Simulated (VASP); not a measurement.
# C (C2/m) in VASP: a series of runs, part 3 of 3

VASP 6.6.1.

## (6) Single point, PBEsol+D3(BJ) (atoms displaced along a vibrational mode)

Contents of INCAR:

```
SYSTEM = C
  ALGO = Normal
  EDIFF = 1E-6
  ENCUT = 520
  GGA = PS
  ISIF = 2
  ISMEAR = 0
  IVDW = 12
  LASPH = .TRUE.
  LCHARG = .FALSE.
  LREAL = .FALSE.
  LWAVE = .FALSE.
  NBANDS = 11
  NELM = 80
  PREC = Accurate
  SIGMA = 0.05
```

Contents of KPOINTS:

```
k-points
0
G
  15 15 15
  0 0 0
```

Contents of POSCAR:

```
C
1.0
    1.2290461105      0.7095901028      3.2829684898
   -1.2290461105      0.7095901028      3.2829684898
    0.0000000000     -1.4191802055      3.2829684898
C
2
Direct
    0.1856244534      0.1856244534      0.1574391674
    0.8143755466      0.8143755466      0.8425608326
```

Potentials or basis: VASP PAW PBE potentials, release 64 (C).

On the command line:

```bash
$ cat potpaw_PBE.64/C/POTCAR > POTCAR
$ mpirun -np 1 vasp_std > vasp.out
```

OUTCAR:

```text
SYSTEM = C
   EDIFF = 1E-6
   ENCUT = 520
   GGA = PS
   ISIF = 2
   ISMEAR = 0
   IVDW = 12
   LASPH = .TRUE.
   LREAL = .FALSE.
   NELM = 80
   PREC = Accurate
 IVDW          = 12

 ion  position               nearest neighbor table
   1  0.186  0.186  0.157-   2 1.39   2 1.39   2 1.51
   2  0.814  0.814  0.843-   1 1.39   1 1.39   1 1.51

  LATTYP: Found a trigonal (rhomboedric) cell.
 ALAT       =     3.5765842029
 COS(alpha) =     0.7638274378

  Lattice vectors:

 A1 = (   1.2290461105,   0.7095901028,   3.2829684898)
 A2 = (  -1.2290461105,   0.7095901028,   3.2829684898)
 A3 = (   0.0000000000,  -1.4191802055,   3.2829684898)

Analysis of symmetry for initial positions (statically):
=====================================================================
 Subroutine PRICEL returns:
 Original cell was already a primitive cell.

 Routine SETGRP: Setting up the symmetry group for a
 trigonal (rhombohedral) supercell.

 Subroutine GETGRP returns: Found  4 space group operations
 (whereof  4 operations were pure point group operations)
 out of a pool of 12 trial point group operations.

The static configuration has the point symmetry C_2h.

Analysis of symmetry for dynamics (positions and initial velocities):
=====================================================================
 Subroutine PRICEL returns:
 Original cell was already a primitive cell.

 Routine SETGRP: Setting up the symmetry group for a
 trigonal (rhombohedral) supercell.

 Subroutine GETGRP returns: Found  4 space group operations
 (whereof  4 operations were pure point group operations)
 out of a pool of 12 trial point group operations.

The dynamic configuration has the point symmetry C_2h.

 Subroutine INISYM returns: Found  4 space group operations
 (whereof  4 operations are pure point group operations),
 and found     1 'primitive' translations

----------------------------------------------------------------------------------------

                                     Primitive cell

  volume of cell :      17.1788

  direct lattice vectors                    reciprocal lattice vectors
     1.229046110  0.709590103  3.282968490     0.406819562  0.234877383  0.101534125
    -1.229046110  0.709590103  3.282968490    -0.406819562  0.234877383  0.101534125
     0.000000000 -1.419180206  3.282968490     0.000000000 -0.469754767  0.101534125

  length of vectors
     3.576584203  3.576584203  3.576584203     0.480602455  0.480602455  0.480602455

  position of ions in fractional coordinates (direct lattice)
     0.185624453  0.185624453  0.157439167
     0.814375547  0.814375547  0.842560833

  ion indices of the primitive-cell ions
   primitive index   ion index
                 1           1
                 2           2

----------------------------------------------------------------------------------------

 KPOINTS: k-points

Automatic generation of k-mesh.
 Grid dimensions read from file:
 generate k-points for:   15   15   15

 Generating k-lattice:

[... 21 lines left out ...]
  0.133333 -0.000000  0.000000      4.000000
  0.000000  0.000000  0.133333      2.000000
  0.200000  0.000000 -0.000000      4.000000
[... 16 lines left out ...]
  0.066667 -0.000000  0.200000      4.000000
  0.266667  0.066667 -0.000000      4.000000
 [... further k-points ...]
   k-points           NKPTS =    904   k-points in BZ     NKDIM =    904   number of bands    NBANDS=     11
   number of dos      NEDOS =    301   number of ions     NIONS =      2
   total plane-waves  NPLWV =  21952
   dimension x,y,z NGX =    28 NGY =   28 NGZ =   28
   dimension x,y,z NGXF=    56 NGYF=   56 NGZF=   56
   ions per type =               2
   NGX,Y,Z   is equivalent  to a cutoff of  13.01, 13.01, 13.01 a.u.
   NGXF,Y,Z  is equivalent  to a cutoff of  26.03, 26.03, 26.03 a.u.
 SYSTEM =  C
   PREC   = accura    normal or accurate (medium, high low for compatibility)
   ISTART =      0    job   : 0-new  1-cont  2-samecut
   ICHARG =      2    charge: 1-file 2-atom 10-const
   ISPIN  =      1    spin polarized calculation?
   LNONCOLLINEAR =      F non collinear calculations
   LSORBIT =      F    spin-orbit coupling
   LASPH  =      T    aspherical Exc in radial PAW
   ENCUT  =  520.0 eV  38.22 Ry    6.18 a.u.   6.65  6.65  6.65*2*pi/ulx,y,z
   NELM   =     80;   NELMIN=  2; NELMDL= -5     # of ELM steps
   EDIFF  = 0.1E-05   stopping-criterion for ELM
   LREAL  =      F    real-space projection
   EDIFFG = 0.1E-04   stopping-criterion for IOM
   NSW    =      0    number of steps for IOM
   IBRION =     -1    ionic relax: 0-MD 1-quasi-New 2-CG
   NFREE  =      0    steps in history (QN), initial steepest desc. (CG)
   ISIF   =      2    stress and relaxation
   ISYM   =      2    0-nonsym 1-usesym 2-fastsym
   POTIM  = 0.5000    time-step for ionic-motion
   TEBEG  =    0.0;   TEEND  =   0.0 temperature during run
   PSTRESS=    0.0 pullay stress
   NELECT =       8.0000    total number of electrons
   NUPDOWN=      -1.0000    fix difference up-down
   EMIN   =  10.00;   EMAX   =-10.00  energy-range for DOS
   EFERMI =   0.00;   METHOD = LEGACY
   ISMEAR =     0;   SIGMA  =   0.05  broadening in eV -4-tet -1-fermi 0-gaus
   EFERMI_NEDOS =   21; number of points for ismear=-14 and -15
   IALGO  =     38    algorithm
   IMIX   =      4    mixing-type and parameters
     AMIX     =   0.40;   BMIX     =  1.00
     AMIX_MAG =   1.60;   BMIX_MAG =  1.00
  volume/ion in A,a.u.               =       8.59        57.96
  Fermi-wavevector in a.u.,A,eV,Ry     =   1.268938  2.397944 21.908137  1.610203
  Thomas-Fermi vector in A             =   2.402006
   LORBIT       =      0    0 simple, 1 ext, 2 COOP (PROOUT), +10 PAW based schemes
   GGA     = PS    functional components
   LHFCALC =     F    Hartree Fock is set to
   AEXX    =    0.0000 exact exchange contribution
   IVDW    =    12    specifies the selected vdW correction
   LEPSILON=     F    determine dielectric tensor
   LRPA    =     F    only Hartree local field effects (RPA)
 non-spin polarized calculation
 Gauss-broadening in eV      SIGMA  =   0.05
  energy-cutoff  :      520.00
  volume of cell :       17.18
 maximum number of plane-waves:       476
   NGX = 13   NGY = 13   NGZ = 13

 number of electron       8.0000000 magnetization

 Free energy of the ion-electron system (eV)
  ---------------------------------------------------
  ext. energy  EPLUGINS =         0.00000000
  ---------------------------------------------------
  free energy    TOTEN  =       -18.82929821 eV

  energy without entropy =      -18.82929820  energy(sigma->0) =      -18.82929820

 E-fermi :   4.7139     XC(G=0): -10.7651

 val. band max:        4.5605179983   @ k =   0.2000  -0.1333  -0.4667
 cond. band min:       4.8674070110   @ k =   0.2000  -0.1333  -0.4667
 fundamental gap:      0.3068890127
 Fermi energy:         4.7139421169

 k-point     1 :       0.0000    0.0000    0.0000
  band No.  band energies     occupation
      1     -14.7940      2.00000
      2      -1.5265      2.00000
      3       1.0422      2.00000
      4       3.4109      2.00000
      5       8.2555      0.00000
      6      11.7253      0.00000
      7      14.8307      0.00000
      8      16.9950      0.00000
      9      17.7131      0.00000
     10      27.4565      0.00000
     11      30.5271      0.00000
[... 309 lines left out ...]
 k-point    24 :       0.2667    0.0667   -0.0000
  band No.  band energies     occupation
      1     -13.3740      2.00000
      2      -2.2903      2.00000
      3      -0.3214      2.00000
      4       0.4427      2.00000
      5       9.7596      0.00000
      6      13.1821      0.00000
      7      13.8279      0.00000
      8      17.4671      0.00000
      9      20.4797      0.00000
     10      23.3143      0.00000
     11      27.5540      0.00000

 [... further k-points ...]

------------------------ aborting loop because EDIFF is reached ----------------------------------------

 Edisp (eV)   -0.22547

 E8    (eV) :    -0.1096

  FORCE on cell =-STRESS in cart. coord.  units (eV):
  Direction    XX          YY          ZZ          XY          YZ          ZX
  --------------------------------------------------------------------------------------
  -------------------------------------------------------------------------------------
  Total       1.21768    -0.31111    -0.56632     0.00000    -0.69627     0.00000
  in kB     113.56677   -29.01509   -52.81722     0.00000   -64.93736     0.00000
  external pressure =       10.58 kB  Pullay stress =        0.00 kB

 VOLUME and BASIS-vectors are now :
 -----------------------------------------------------------------------------
  energy-cutoff  :      520.00
  volume of cell :       17.18
      direct lattice vectors                 reciprocal lattice vectors
     1.229046110  0.709590103  3.282968490     0.406819562  0.234877383  0.101534125
    -1.229046110  0.709590103  3.282968490    -0.406819562  0.234877383  0.101534125
     0.000000000 -1.419180206  3.282968490     0.000000000 -0.469754767  0.101534125

 POSITION                                       TOTAL-FORCE (eV/Angst)
 -----------------------------------------------------------------------------------
      0.00000      0.04000      1.73567         0.000000     -3.682033     -3.037002
      0.00000     -0.04000      8.11324         0.000000      3.682033      3.037002
 -----------------------------------------------------------------------------------
    total drift:                                0.000000     -0.000000      0.000000

  FREE ENERGIE OF THE ION-ELECTRON SYSTEM (eV)
  ---------------------------------------------------
  free  energy   TOTEN  =       -19.0547653453 eV

  energy  without entropy=      -19.0547653399  energy(sigma->0) =      -19.05476534
```

stdout:

```text
POSCAR found type information on POSCAR C
 POSCAR found :  1 types and       2 ions
 scaLAPACK will be used
 -----------------------------------------------------------------------------
|                                                                             |
|                                                                             |
|     You enforced a specific xc type in the INCAR file but a different       |
|     I HOPE YOU KNOW WHAT YOU ARE DOING!                                     |
|                                                                             |
 -----------------------------------------------------------------------------

 LDA part: xc-table for (Slater+PW92), standard interpolation
 POSCAR, INCAR and KPOINTS ok, starting setup
 FFT: planning ... GRIDC
 FFT: planning ... GRID_SOFT
 FFT: planning ... GRID
 WAVECAR not read
 entering main loop
```

It took 6.7 min on 1 thread of Intel Xeon Platinum 8175M at 2.50GHz (Skylake/Cascade Lake), shared host; peak memory 0.27 GiB.

Results:

| Property | Result |
| --- | --- |
| Free energy | -19.0548 eV |
| Pressure | 1.1 GPa |
| Largest force | 4.773 eV/Å |
| Dispersion energy per atom | -0.113 eV |

Forces on the atoms (eV/Å):
```
C    0.000 -3.682 -3.037
C    0.000  3.682  3.037
```

Caveat: the cell differs from its parent crystal (atoms displaced along a vibrational mode); the PAW data sets were made with another functional, which shifts forces and pressure a little.

## (7) The runs side by side

```tsv
cell	pressure (GPa)	largest force (eV/Å)
as given, atomic positions A	5.5	7.59
as given, atomic positions B	6.3	5.65
as given, atomic positions C	1.5	2.11
as given, atomic positions D	3.2	4.07
as given, atomic positions E	1.1	4.77
```

Alike in all rows: task single point; level PBEsol+D3(BJ); potentials or basis VASP PAW PBE potentials, release 64 (C); no spin polarisation; k mesh 15 × 15 × 15; cutoff (eV) 520; smearing gaussian 0.05 eV.

Caveats: the PAW data sets were made with another functional, which shifts forces and pressure a little; the cell stands under pressure (at least some runs).

Absolute energies hang on the potentials; compare differences alone.
